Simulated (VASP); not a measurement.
Write the native input for VASP 6.6.1 that does the following.

```
Task                   : single point
Functional             : PBEsol
Potentials or basis    : VASP PAW PBE potentials, release 64 (Mn_pv, O)
Cutoff                 : 520 eV
k mesh                 : 7 × 7 × 4
Occupations            : fermi-dirac, width 0.05 eV
Spin                   : collinear spin, ferromagnetic start
Starting moments       : [4.0, 4.0, 0.0, 0.0] μB
Dipole correction      : no
Further INCAR settings : ALGO = Normal; EDIFF = 1e-06; NBANDS = 31
```

The structure of MnO lies in POSCAR:

```
MnO
1.0
    3.3717000000      0.0000000000      0.0000000000
   -1.6858500000      2.9199778539      0.0000000000
    0.0000000000      0.0000000000      5.3855000000
Mn O
2 2
Direct
    0.6666666667      0.3333333333      0.5109600000
    0.3333333333      0.6666666667      0.0109600000
    0.6666666667      0.3333333333      0.8754700000
    0.3333333333      0.6666666667      0.3754700000
```

These files were run (other wordings do the same):

INCAR

```
SYSTEM = MnO
  PREC = Accurate
  ENCUT = 520
  EDIFF = 1E-6
  ISMEAR = -1
  SIGMA = 0.05
  LREAL = .FALSE.
  LASPH = .TRUE.
  NELM = 150
  ALGO = Normal
  ISIF = 2
  LWAVE = .FALSE.
  LCHARG = .FALSE.
  ISPIN = 2
  MAGMOM = 4 4 0 0
  LORBIT = 11
  LMAXMIX = 4
  GGA = PS
  NBANDS = 31
```

KPOINTS

```
Automatic mesh
0
G
  7 7 4
  0 0 0
```

Potentials or basis: VASP PAW PBE potentials, release 64 (Mn_pv, O).

The run is started by

```console
$ cat potpaw_PBE.64/Mn_pv/POTCAR potpaw_PBE.64/O/POTCAR > POTCAR
$ mpirun -np 1 vasp_std > vasp.out
```

Results of the run:

The pressure is 1.1 GPa. The largest force is 0.606 eV/Å. The band gap on the k mesh is zero (filled and empty bands overlap), the net moment is 9.98 μB per cell and the site moments are Mn +4.40; O +0.20 μB. The valence electrons inside the program's atomic spheres are Mn 11.43; O 4.99.

Caveat: the PAW data sets were made with another functional, which shifts forces and pressure a little; semilocal functionals often make such compounds metallic where correlation or magnetic order opens a gap, which also shifts bond lengths; only a ferromagnetic start was run, and an antiferromagnetic order may lie lower in energy.

It took 86 s on 1 thread of Intel Xeon 8259CL, with other jobs on the host, peak memory 0.23 GiB.
